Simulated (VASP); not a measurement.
# AlN (Cm) in VASP: a series of runs

Runs on AlN. Level: PBE. Tasks: single point.

All numbers are computed with VASP 6.6.1; they aren't measurements. Logs are shortened: lines on timing, memory, paths and dates and some standing lists are left out, and cuts for length are marked.

### Step 1. The cell of the first run

It takes space group Cm (No. 8, monoclinic). The conventional cell has a = 5.393 Å, b = 3.114 Å, c = 3.114 Å, α = 90.00°, β = 125.26°, γ = 90.00°. Within 2.4 Å of Al (site symmetry m) lie 4 N at 1.79 to 2.02 Å. Within 2.4 Å of N (site symmetry m) lie 4 Al at 1.79 to 2.02 Å.

### Step 2. Single point, PBE (atom 1 (Al) moved by (-0.100, -0.100) A along x and z)

File INCAR:

```
SYSTEM = AlN
PREC     = Accurate       ! precision mode
ENCUT    = 520            ! plane-wave cutoff, eV
EDIFF    = 1E-7           ! SCF threshold, eV
ISMEAR   = 0              ! smearing method
SIGMA    = 0.05           ! smearing width, eV
LREAL    = .FALSE.        ! projectors in reciprocal space
LASPH    = .TRUE.         ! aspherical terms in the spheres
NELM     = 80             ! most SCF steps
ALGO     = Normal         ! electronic algorithm
ISIF     = 2              ! what is computed and relaxed
LWAVE    = .FALSE.        ! write WAVECAR
LCHARG   = .FALSE.        ! write CHGCAR
GGA      = PE             ! functional
NBANDS   = 11             ! bands
```

File KPOINTS:

```
regular mesh
0
G
  10 10 10
  0 0 0
```

File POSCAR:

```
AlN
1.0
    0.0000000000      2.2015871043      2.2015871043
    2.2015871043      0.0000000000      2.2015871043
    2.2015871043      2.2015871043      0.0000000000
Al N
1 1
Direct
    0.0000000000     -0.0454217777      0.0000000000
    0.7500000000      0.7500000000      0.7500000000
```

Potentials or basis: VASP PAW PBE potentials, release 64 (Al, N).

Run with:

```bash
$ cat potpaw_PBE.64/Al/POTCAR potpaw_PBE.64/N/POTCAR > POTCAR
$ mpirun -np 1 vasp_std > vasp.out
```

OUTCAR:

```text
SYSTEM = AlN
   PREC = Accurate
   ENCUT = 520
   EDIFF = 1E-7
   ISMEAR = 0
   LREAL = .FALSE.
   LASPH = .TRUE.
   NELM = 80
   ISIF = 2
   GGA = PE

 ion  position               nearest neighbor table
   1  0.000  0.955  0.000-   2 1.79   2 1.91   2 1.91   2 2.02
   2  0.750  0.750  0.750-   1 1.79   1 1.91   1 1.91   1 2.02

  LATTYP: Found a face centered cubic cell.
 ALAT       =     4.4031742086

  Lattice vectors:

 A1 = (   0.0000000000,   2.2015871043,   2.2015871043)
 A2 = (   2.2015871043,   0.0000000000,   2.2015871043)
 A3 = (   2.2015871043,   2.2015871043,   0.0000000000)

Analysis of symmetry for initial positions (statically):
=====================================================================
 Subroutine PRICEL returns:
 Original cell was already a primitive cell.

 Routine SETGRP: Setting up the symmetry group for a
 face centered cubic supercell.

 Subroutine GETGRP returns: Found  2 space group operations
 (whereof  2 operations were pure point group operations)
 out of a pool of 48 trial point group operations.

The static configuration has the point symmetry C_1h.

Analysis of symmetry for dynamics (positions and initial velocities):
=====================================================================
 Subroutine PRICEL returns:
 Original cell was already a primitive cell.

 Routine SETGRP: Setting up the symmetry group for a
 face centered cubic supercell.

 Subroutine GETGRP returns: Found  2 space group operations
 (whereof  2 operations were pure point group operations)
 out of a pool of 48 trial point group operations.

The dynamic configuration has the point symmetry C_1h.

 Subroutine INISYM returns: Found  2 space group operations
 (whereof  2 operations are pure point group operations),
 and found     1 'primitive' translations

----------------------------------------------------------------------------------------

                                     Primitive cell

  volume of cell :      21.3421

  direct lattice vectors                    reciprocal lattice vectors
     0.000000000  2.201587104  2.201587104    -0.227108888  0.227108888  0.227108888
     2.201587104  0.000000000  2.201587104     0.227108888 -0.227108888  0.227108888
     2.201587104  2.201587104  0.000000000     0.227108888  0.227108888 -0.227108888

  length of vectors
     3.113514342  3.113514342  3.113514342     0.393364134  0.393364134  0.393364134

  position of ions in fractional coordinates (direct lattice)
     0.000000000  0.954578222  0.000000000
     0.750000000  0.750000000  0.750000000

  ion indices of the primitive-cell ions
   primitive index   ion index
                 1           1
                 2           2

----------------------------------------------------------------------------------------

 KPOINTS: regular mesh

Automatic generation of k-mesh.
 Grid dimensions read from file:
 generate k-points for:   10   10   10

 Generating k-lattice:

  Cartesian coordinates                     Fractional coordinates (reciprocal lattice)
    -0.022710889  0.022710889  0.022710889     0.100000000  0.000000000  0.000000000
     0.022710889 -0.022710889  0.022710889     0.000000000  0.100000000  0.000000000
     0.022710889  0.022710889 -0.022710889     0.000000000  0.000000000  0.100000000

  Length of vectors
     0.039336413  0.039336413  0.039336413

  Shift w.r.t. Gamma in fractional coordinates (k-lattice)
     0.000000000  0.000000000  0.000000000

 Subroutine IBZKPT returns following result:
 ===========================================

 Found    282 irreducible k-points:

 Following reciprocal coordinates:
            Coordinates               Weight
  0.000000  0.000000  0.000000      1.000000
  0.100000  0.000000  0.000000      4.000000
  0.000000  0.100000  0.000000      2.000000
  0.100000  0.100000  0.100000      2.000000
  0.200000  0.000000  0.000000      4.000000
  0.000000  0.200000  0.000000      2.000000
[... 16 lines left out ...]
  0.200000  0.100000  0.200000      2.000000
  0.200000  0.200000  0.100000      4.000000
 [... further k-points ...]
   k-points           NKPTS =    282   k-points in BZ     NKDIM =    282   number of bands    NBANDS=     11
   number of dos      NEDOS =    301   number of ions     NIONS =      2
   total plane-waves  NPLWV =  13824
   dimension x,y,z NGX =    24 NGY =   24 NGZ =   24
   dimension x,y,z NGXF=    48 NGYF=   48 NGZF=   48
   ions per type =               1   1
   NGX,Y,Z   is equivalent  to a cutoff of  12.81, 12.81, 12.81 a.u.
   NGXF,Y,Z  is equivalent  to a cutoff of  25.63, 25.63, 25.63 a.u.
 SYSTEM =  AlN
   PREC   = accura    normal or accurate (medium, high low for compatibility)
   ISTART =      0    job   : 0-new  1-cont  2-samecut
   ICHARG =      2    charge: 1-file 2-atom 10-const
   ISPIN  =      1    spin polarized calculation?
   LNONCOLLINEAR =      F non collinear calculations
   LSORBIT =      F    spin-orbit coupling
   LASPH  =      T    aspherical Exc in radial PAW
   ENCUT  =  520.0 eV  38.22 Ry    6.18 a.u.   5.79  5.79  5.79*2*pi/ulx,y,z
   NELM   =     80;   NELMIN=  2; NELMDL= -5     # of ELM steps
   EDIFF  = 0.1E-06   stopping-criterion for ELM
   LREAL  =      F    real-space projection
   EDIFFG = 0.1E-05   stopping-criterion for IOM
   NSW    =      0    number of steps for IOM
   IBRION =     -1    ionic relax: 0-MD 1-quasi-New 2-CG
   NFREE  =      0    steps in history (QN), initial steepest desc. (CG)
   ISIF   =      2    stress and relaxation
   ISYM   =      2    0-nonsym 1-usesym 2-fastsym
   POTIM  = 0.5000    time-step for ionic-motion
   TEBEG  =    0.0;   TEEND  =   0.0 temperature during run
   PSTRESS=    0.0 pullay stress
   NELECT =       8.0000    total number of electrons
   NUPDOWN=      -1.0000    fix difference up-down
   EMIN   =  10.00;   EMAX   =-10.00  energy-range for DOS
   EFERMI =   0.00;   METHOD = LEGACY
   ISMEAR =     0;   SIGMA  =   0.05  broadening in eV -4-tet -1-fermi 0-gaus
   EFERMI_NEDOS =   21; number of points for ismear=-14 and -15
   IALGO  =     38    algorithm
   IMIX   =      4    mixing-type and parameters
     AMIX     =   0.40;   BMIX     =  1.00
     AMIX_MAG =   1.60;   BMIX_MAG =  1.00
  volume/ion in A,a.u.               =      10.67        72.01
  Fermi-wavevector in a.u.,A,eV,Ry     =   1.180390  2.230614 18.957286  1.393321
  Thomas-Fermi vector in A             =   2.316684
   LORBIT       =      0    0 simple, 1 ext, 2 COOP (PROOUT), +10 PAW based schemes
   GGA     = PE    functional components
   LHFCALC =     F    Hartree Fock is set to
   AEXX    =    0.0000 exact exchange contribution
   IVDW    =     0    specifies the selected vdW correction
   LEPSILON=     F    determine dielectric tensor
   LRPA    =     F    only Hartree local field effects (RPA)
 non-spin polarized calculation
 Gauss-broadening in eV      SIGMA  =   0.05
  energy-cutoff  :      520.00
  volume of cell :       21.34
 maximum number of plane-waves:       589
   NGX = 11   NGY = 11   NGZ = 11

 number of electron       8.0000001 magnetization

 Free energy of the ion-electron system (eV)
  ---------------------------------------------------
  ext. energy  EPLUGINS =         0.00000000
  ---------------------------------------------------
  free energy    TOTEN  =       -14.70808328 eV

  energy without entropy =      -14.70808328  energy(sigma->0) =      -14.70808328

 E-fermi :   6.3977     XC(G=0): -10.8272

 val. band max:        6.0919766221   @ k =   0.0000   0.0000   0.0000
 cond. band min:       9.0289532068   @ k =   0.5000   0.0000   0.5000
 fundamental gap:      2.9369765847
 Fermi energy:         6.3976735930

 k-point     1 :       0.0000    0.0000    0.0000
  band No.  band energies     occupation
      1      -9.1061      2.00000
      2       5.3633      2.00000
      3       5.7394      2.00000
      4       6.0920      2.00000
      5       9.6854      0.00000
      6      18.0374      0.00000
      7      18.0518      0.00000
      8      18.1489      0.00000
      9      23.1217      0.00000
     10      23.1758      0.00000
     11      24.1249      0.00000

 k-point     2 :       0.1000    0.0000    0.0000
  band No.  band energies     occupation
      1      -8.9642      2.00000
      2       4.8558      2.00000
      3       5.4345      2.00000
      4       5.9961      2.00000
      5      10.3503      0.00000
      6      17.5215      0.00000
      7      18.1652      0.00000
      8      18.4141      0.00000
      9      21.9510      0.00000
     10      22.0447      0.00000
     11      23.8013      0.00000

 k-point     3 :       0.0000    0.1000    0.0000
  band No.  band energies     occupation
      1      -8.9656      2.00000
      2       5.1227      2.00000
      3       5.4094      2.00000
      4       5.6882      2.00000
      5      10.4168      0.00000
      6      17.6069      0.00000
      7      18.1115      0.00000
      8      18.2987      0.00000
      9      22.1317      0.00000
     10      22.1629      0.00000
     11      23.5031      0.00000

 k-point     4 :       0.1000    0.1000    0.1000
  band No.  band energies     occupation
      1      -8.9629      2.00000
      2       4.6297      2.00000
      3       5.6895      2.00000
      4       6.0252      2.00000
      5      10.2912      0.00000
      6      17.6623      0.00000
      7      18.2498      0.00000
      8      18.2637      0.00000
      9      21.7905      0.00000
     10      21.8609      0.00000
     11      24.1394      0.00000
[... 239 lines left out ...]
 k-point    22 :       0.1000    0.1000   -0.1000
  band No.  band energies     occupation
      1      -8.6021      2.00000
      2       3.8053      2.00000
      3       5.0918      2.00000
      4       5.5957      2.00000
      5      11.4747      0.00000
      6      16.6797      0.00000
      7      18.0329      0.00000
      8      18.4865      0.00000
      9      19.7973      0.00000
     10      23.2307      0.00000
     11      24.6125      0.00000

 k-point    23 :       0.2000    0.1000    0.2000
  band No.  band energies     occupation
      1      -8.5969      2.00000
      2       3.5277      2.00000
      3       5.3401      2.00000
      4       5.7608      2.00000
      5      11.3310      0.00000
      6      16.7342      0.00000
      7      18.1120      0.00000
      8      18.6574      0.00000
      9      19.5159      0.00000
     10      22.7992      0.00000
     11      24.7838      0.00000

 k-point    24 :       0.2000    0.2000    0.1000
  band No.  band energies     occupation
      1      -8.5983      2.00000
      2       3.5814      2.00000
      3       5.3836      2.00000
      4       5.6171      2.00000
      5      11.3783      0.00000
      6      16.8081      0.00000
      7      18.0756      0.00000
      8      18.6516      0.00000
      9      19.4450      0.00000
     10      22.8683      0.00000
     11      24.8696      0.00000

 [... further k-points ...]
[... 5 lines left out ...]
  --------------------------------------------------------------------------------------
  -------------------------------------------------------------------------------------
  Total        0.1934839      0.4411812      0.1934839      0.8557748      0.8557748      0.3596439
  in kB       14.5250562     33.1199712     14.5250562     64.2439855     64.2439857     26.9988727
  external PRESSURE =      20.7233612 kB  Pullay stress =       0.0000000 kB

 VOLUME and BASIS-vectors are now :
 -----------------------------------------------------------------------------
  energy-cutoff  :      520.00
  volume of cell :       21.34
      direct lattice vectors                 reciprocal lattice vectors
     0.000000000  2.201587104  2.201587104    -0.227108888  0.227108888  0.227108888
     2.201587104  0.000000000  2.201587104     0.227108888 -0.227108888  0.227108888
     2.201587104  2.201587104  0.000000000     0.227108888  0.227108888 -0.227108888

 POSITION                                       TOTAL-FORCE (eV/Angst)
 -----------------------------------------------------------------------------------
      2.10159      0.00000      2.10159         1.417680      0.580329      1.417680
      3.30238      3.30238      3.30238        -1.417680     -0.580329     -1.417680
 -----------------------------------------------------------------------------------
    total drift:                               -0.000011     -0.000013     -0.000011

  FREE ENERGIE OF THE ION-ELECTRON SYSTEM (eV)
  ---------------------------------------------------
  free  energy   TOTEN  =       -14.7080832785 eV

  energy  without entropy=      -14.7080832785  energy(sigma->0) =      -14.70808328
```

It took 62 s on 1 thread of AMD EPYC 7R43 (Zen 3), shared host; peak memory 0.14 GiB.

What came out:

- Free energy: -14.7081 eV
- Pressure: 2.1 GPa
- Largest force: 2.087 eV/Å
- Band gap on the k mesh: 2.94 eV (least direct gap 3.59 eV)

Forces in eV/Å, atoms in the order of the input:
```
Al   1.418  0.580  1.418
N   -1.418 -0.580 -1.418
```

Caveat: the cell differs from its parent crystal (atom 1 (Al) moved by (-0.100, -0.100) A along x and z); forces of over 1 eV/Å act on the atoms, so gaps and moduli don't describe the material at rest. A k mesh can miss the band edges.

### Step 3. Single point, PBE

File INCAR:

```
PREC = Accurate
ENCUT = 520
EDIFF = 1E-6
ISMEAR = -4
SIGMA = 0.05
LREAL = False
LASPH = True
NELM = 80
ALGO = Normal
ISIF = 2
LWAVE = False
LCHARG = False
GGA = PE
NBANDS = 11
```

File KPOINTS:

```
Automatic mesh
0
Gamma
  10 10 10
```

POSCAR is that of step 2.

Potentials or basis: VASP PAW PBE potentials, release 64 (Al, N).

Run with:

```bash
$ cat potpaw_PBE.64/Al/POTCAR potpaw_PBE.64/N/POTCAR > POTCAR
$ mpirun -np 1 vasp_std > vasp.out
```

OUTCAR:

```text
PREC = Accurate
   ENCUT = 520
   EDIFF = 1E-6
   ISMEAR = -4
   LREAL = False
   LASPH = True
   NELM = 80
   ISIF = 2
   GGA = PE

 ion  position               nearest neighbor table
   1  0.000  0.955  0.000-   2 1.79   2 1.91   2 1.91   2 2.02
   2  0.750  0.750  0.750-   1 1.79   1 1.91   1 1.91   1 2.02

  LATTYP: Found a face centered cubic cell.
 ALAT       =     4.4031742086

  Lattice vectors:

 A1 = (   0.0000000000,   2.2015871043,   2.2015871043)
 A2 = (   2.2015871043,   0.0000000000,   2.2015871043)
 A3 = (   2.2015871043,   2.2015871043,   0.0000000000)

Analysis of symmetry for initial positions (statically):
=====================================================================
 Subroutine PRICEL returns:
 Original cell was already a primitive cell.

 Routine SETGRP: Setting up the symmetry group for a
 face centered cubic supercell.

 Subroutine GETGRP returns: Found  2 space group operations
 (whereof  2 operations were pure point group operations)
 out of a pool of 48 trial point group operations.

The static configuration has the point symmetry C_1h.

[... 164 lines left out ...]
 val. band max:        6.0921199460   @ k =   0.0000   0.0000   0.0000
 cond. band min:       9.0288865246   @ k =   0.5000   0.0000   0.5000
 fundamental gap:      2.9367665786
 Fermi energy:         6.1181113252

 k-point     1 :       0.0000    0.0000    0.0000
  band No.  band energies     occupation
      1      -9.1060      2.00000
      2       5.3634      2.00000
      3       5.7396      2.00000
      4       6.0921      2.00000
      5       9.6854      0.00000
      6      18.0374      0.00000
      7      18.0518      0.00000
      8      18.1489      0.00000
      9      23.1217      0.00000
     10      23.1758      0.00000
     11      24.1249      0.00000
[... 309 lines left out ...]
 k-point    24 :       0.2000    0.2000    0.1000
  band No.  band energies     occupation
      1      -8.5982      2.00000
      2       3.5815      2.00000
      3       5.3837      2.00000
      4       5.6172      2.00000
      5      11.3783      0.00000
      6      16.8081      0.00000
      7      18.0756      0.00000
      8      18.6516      0.00000
      9      19.4450      0.00000
     10      22.8683      0.00000
     11      24.8696      0.00000

 [... further k-points ...]
[... 5 lines left out ...]
  --------------------------------------------------------------------------------------
  -------------------------------------------------------------------------------------
  Total        0.1930818      0.4407590      0.1930818      0.8557717      0.8557717      0.3596286
  in kB       14.4948732     33.0882749     14.4948732     64.2437531     64.2437533     26.9977297
  external PRESSURE =      20.6926737 kB  Pullay stress =       0.0000000 kB

 VOLUME and BASIS-vectors are now :
 -----------------------------------------------------------------------------
  energy-cutoff  :      520.00
  volume of cell :       21.34
      direct lattice vectors                 reciprocal lattice vectors
     0.000000000  2.201587104  2.201587104    -0.227108888  0.227108888  0.227108888
     2.201587104  0.000000000  2.201587104     0.227108888 -0.227108888  0.227108888
     2.201587104  2.201587104  0.000000000     0.227108888  0.227108888 -0.227108888

 POSITION                                       TOTAL-FORCE (eV/Angst)
 -----------------------------------------------------------------------------------
      2.10159      0.00000      2.10159         1.417883      0.580400      1.417883
      3.30238      3.30238      3.30238        -1.417883     -0.580400     -1.417883
 -----------------------------------------------------------------------------------
    total drift:                               -0.000348     -0.000117     -0.000348

  FREE ENERGIE OF THE ION-ELECTRON SYSTEM (eV)
  ---------------------------------------------------
  free  energy   TOTEN  =       -14.7080832696 eV

  energy  without entropy=      -14.7080832696  energy(sigma->0) =      -14.70808327
```

stdout:

```text
POSCAR found type information on POSCAR AlN
 POSCAR found :  2 types and       2 ions
 scaLAPACK will be used
 LDA part: xc-table for (Slater+PW92), standard interpolation
 POSCAR, INCAR and KPOINTS ok, starting setup
 FFT: planning ... GRIDC
 FFT: planning ... GRID_SOFT
 FFT: planning ... GRID
 WAVECAR not read
 entering main loop
```

Run time: 51 s. Hardware: 1 thread of AMD EPYC 7R43 (Zen 3), shared host; peak memory 0.15 GiB.

Results:

* Free energy: -14.7081 eV
* Pressure: 2.1 GPa
* Largest force: 2.087 eV/Å
* Band gap on the k mesh: 2.94 eV (least direct gap 3.59 eV)

Forces on the atoms (eV/Å):
```
Al   1.418  0.580  1.418
N   -1.418 -0.580 -1.418
```

Caveat: forces of over 1 eV/Å act on the atoms, so gaps and moduli don't describe the material at rest.
